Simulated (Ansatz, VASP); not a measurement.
**Two plane-wave programs on SiO2**

Contents of INCAR:

```
  PREC = Accurate
  ENCUT = 520
  EDIFF = 1E-6
  ISMEAR = 0
  SIGMA = 0.05
  LREAL = F
  LASPH = T
  NELM = 60
  ALGO = Normal
  ISIF = 2
  LWAVE = F
  LCHARG = F
  GGA = PE
  NBANDS = 25
```

Contents of KPOINTS:

```
Automatic mesh
0
Gamma
  6 6 8
```

File POSCAR:

```
SiO2
1.0
    4.2358788266      0.0000000000      0.0000000000
    0.0000000000      4.3345748033      0.0000000000
    0.0000000000      0.0000000000      2.6897743046
Si O
2 4
Direct
    0.5000000000      0.5000000000      0.5000000000
    0.0000000000      0.0000000000      0.0000000000
    0.6650682551      0.7209573303      0.0000000000
    0.1650682551      0.7790426697      0.5000000000
    0.3349317449      0.2790426697      0.0000000000
    0.8349317449      0.2209573303      0.5000000000
```

Input for Ansatz:

```yaml
crystal:
  lattice:
    - [4.2358788266, 0.0, 0.0]
    - [0.0, 4.3345748033, 0.0]
    - [0.0, 0.0, 2.6897743046]
  atoms:
    - { symbol: Si, position: [0.5, 0.5, 0.5] }
    - { symbol: Si, position: [0.0, 0.0, 0.0] }
    - { symbol: O, position: [0.6650682551, 0.7209573303, 0.0] }
    - { symbol: O, position: [0.1650682551, 0.7790426697, 0.5] }
    - { symbol: O, position: [0.3349317449, 0.2790426697, 0.0] }
    - { symbol: O, position: [0.8349317449, 0.2209573303, 0.5] }
basis:
  ecutwfc: 520.0
kpoints:
  mp_grid: { grid: [6, 6, 8] }
hamiltonian:
  xc: pbe
  pseudopotentials: { kind: paw, azcp: { folder: soft_1 } }
scf:
  occupations: { method: gaussian, width: 0.05 }
output:
  forces: true
  stress: true
  eigenvalues: true
```

Change from the starting cell: mode 4 frozen in at -0.167 Å, normal strain along y +0.0233.

Alike in both runs: task single point; functional PBE; k mesh 6 × 6 × 8; occupations gaussian, width 0.05 eV; no spin polarisation.

|  | VASP | Ansatz |
| --- | --- | --- |
| version | VASP 6.6.1 | Ansatz 0.2.0 |
| potentials or method | VASP PAW PBE potentials, release 64 (Si, O), cutoff 520 eV | scalar-relativistic, plane waves, PAW |
| valence electrons in the cell | 32 | 32 |

|  | VASP | Ansatz | Ansatz less VASP |
| --- | --- | --- | --- |
| gap on the k mesh at the Fermi level (eV) | 4.68 | 4.70 | +0.025 |
| least direct gap on the mesh (eV) | 4.68 | 4.70 | +0.025 |
| pressure (GPa) | -7.7 | -8.0 | -0.27 |
| traceless stress, the component that is largest in VASP (GPa) | -13.05 | -12.84 | +0.205 |
| rms of the force components (eV/Å) | 0.393 | 0.397 | +0.0045 |

Atom by atom the forces differ by 0.010 eV/Å (rms over components).
